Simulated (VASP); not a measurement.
Runs of VASP 6.6.1 on Al. The structure is that of space group I4/mmm (No. 139), or close to it. The cells are those of the table. 

| cell | gap on the mesh (eV) | pressure (GPa) |
| --- | --- | --- |
| a = 2.945, b = 2.945, c = 2.802 Å, angles 61.6, 61.6, 56.8°, 1 atom | none | -6.4 |
| a = 2.733, b = 2.733, c = 2.802 Å, angles 59.2, 59.2, 61.7°, 1 atom | none | 5.6 |
| a = 2.699, b = 2.699, c = 2.802 Å, angles 58.7, 58.7, 62.5°, 1 atom | none | 9.0 |
| a = 2.666, b = 2.666, c = 2.802 Å, angles 58.3, 58.3, 63.4°, 1 atom | none | (a) |

Alike in all rows: task single point; level PBEsol+D3(BJ); potentials or basis VASP PAW PBE potentials, release 64 (Al); no spin polarisation; k mesh 26 × 26 × 26; cutoff (eV) 520; smearing gaussian 0.15 eV.

**Question.** Estimate the missing entries.

**Answer.** (a) 13.0.

Caveats: the PAW data sets were made with another functional, which shifts forces and pressure a little; pairwise dispersion overbinds metals, which lowers pressure and volume.

A gap of «none» marks levels without a gap at the run's occupations.
